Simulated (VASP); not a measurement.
Wanted: the native input for a VASP 6.6.1 run.

```
Task                   : relaxation of cell and atoms
Functional             : LDA
Potentials or basis    : VASP PAW LDA potentials, release 64 (Sc_sv)
Cutoff                 : 600 eV
k mesh                 : 20 × 20 × 20
Occupations            : fermi-dirac, width 0.05 eV
Spin                   : no spin polarisation
Target pressure        : 160 GPa
Dipole correction      : no
Further INCAR settings : ALGO = Normal; EDIFF = 1e-06; IBRION = 2; EDIFFG = -0.005; NSW = 60; ISIF = 3
```

The structure of Sc lies in POSCAR:

```
Sc
1.0
    0.0000000000      1.6762812915      1.6762812915
    1.6762812915      0.0000000000      1.6762812915
    1.6762812915      1.6762812915      0.0000000000
Sc
1
Direct
    0.0000000000      0.0000000000      0.0000000000
```

This isn't the form of Sc at room conditions, which is hcp.

These files were run (other wordings do the same):

INCAR

```
ALGO     = Normal         # electronic algorithm
EDIFF    = 1E-6           # SCF threshold, eV
EDIFFG   = -0.005         # ionic threshold
ENCUT    = 600            # plane-wave cutoff, eV
GGA      = CA             # functional
IBRION   = 2              # ionic algorithm
ISIF     = 3              # what is computed and relaxed
ISMEAR   = -1             # smearing method
LASPH    = True           # aspherical terms in the spheres
LCHARG   = False          # write CHGCAR
LREAL    = False          # projectors in reciprocal space
LWAVE    = False          # write WAVECAR
NELM     = 60             # most SCF steps
NSW      = 60             # ionic steps
PREC     = Accurate       # precision mode
PSTRESS  = 1600.0       
SIGMA    = 0.05           # smearing width, eV
```

KPOINTS

```
k-points
0
Gamma
  20 20 20
```

Potentials or basis: VASP PAW LDA potentials, release 64 (Sc_sv).

Run with:

```sh
$ cat potpaw_LDA.64/Sc_sv/POTCAR > POTCAR
$ mpirun -np 1 vasp_std > vasp.out
```

It gave:

```
Relaxed volume                                             : 9.65 Å³/atom
Relaxed cell                                               : a = 2.390 Å, b = 2.390 Å, c = 2.390 Å, α = 60.00°, β = 60.00°, γ = 60.00°
Space group after relaxing (to 0.1 Å)                      : Fm-3m (No. 225)
Energy change on relaxing (the run minimises the enthalpy) : -241.2 meV/atom
Ionic steps                                                : 4
Pressure after relaxing                                    : 159.9 GPa
Band gap on the k mesh                                     : zero (an odd number of electrons rules out a gap without spin polarisation)
```

Caveat: the cell is relaxed towards a set pressure, so the run minimises the enthalpy, not the energy.

Wall time 60 s on 1 thread of Intel(R) Xeon(R) Platinum 8259CL CPU @ 2.50GHz (Skylake/Cascade Lake), on a shared host, peak memory 0.15 GiB.
